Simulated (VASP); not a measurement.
Input of a VASP 6.6.1 run:

The input INCAR:

```
PREC     = Accurate       # precision mode
ENCUT    = 520            # plane-wave cutoff, eV
EDIFF    = 1E-7           # SCF threshold, eV
ISMEAR   = 0              # smearing method
SIGMA    = 0.1            # smearing width, eV
LREAL    = False          # projectors in reciprocal space
LASPH    = True           # aspherical terms in the spheres
NELM     = 100            # most SCF steps
ALGO     = Normal         # electronic algorithm
ISIF     = 2              # what is computed and relaxed
LWAVE    = False          # write WAVECAR
LCHARG   = False          # write CHGCAR
LDIPOL   = True         
IDIPOL   = 3            
DIPOL    = 0.5 0.5 0.503
GGA      = PS             # functional
IBRION   = 2              # ionic algorithm
NSW      = 45             # ionic steps
EDIFFG   = -0.02          # ionic threshold
```

The input KPOINTS:

```
Automatic mesh
0
Gamma
  9 9 1
```

POSCAR

```
Li4F
1.0
    3.0534023716      0.0000000000      0.0000000000
    0.0000000000      3.0534023716      0.0000000000
    0.0000000000      0.0000000000     25.4772445679
Li F
4 1
Selective dynamics
Direct
    0.5000000000      0.5000000000      0.3336310557  F F F
    0.0000000000      0.0000000000      0.4183765436  F F F
    0.5000000000      0.5000000000      0.5064914558  F F F
    0.0000000000      0.0000000000      0.5914671006  F F F
    0.0000000000      0.0000000000      0.6644734257  F F T
```

Potentials or basis: VASP PAW PBE potentials, release 64 (Li_sv, F).

The run is started by

```sh
$ cat potpaw_PBE.64/Li_sv/POTCAR potpaw_PBE.64/F/POTCAR > POTCAR
$ mpirun -np 1 vasp_std > vasp.out
```

(1) Estimate the energy gained by relaxing.

(2) Predict the band gap on the k mesh.

Results:

(1) 68.3 meV/atom.

(2) zero (an odd number of electrons rules out a gap without spin polarisation).

Caveat: an odd number of electrons without spin polarisation forces a metal; a magnetic or distorted state may lie lower.
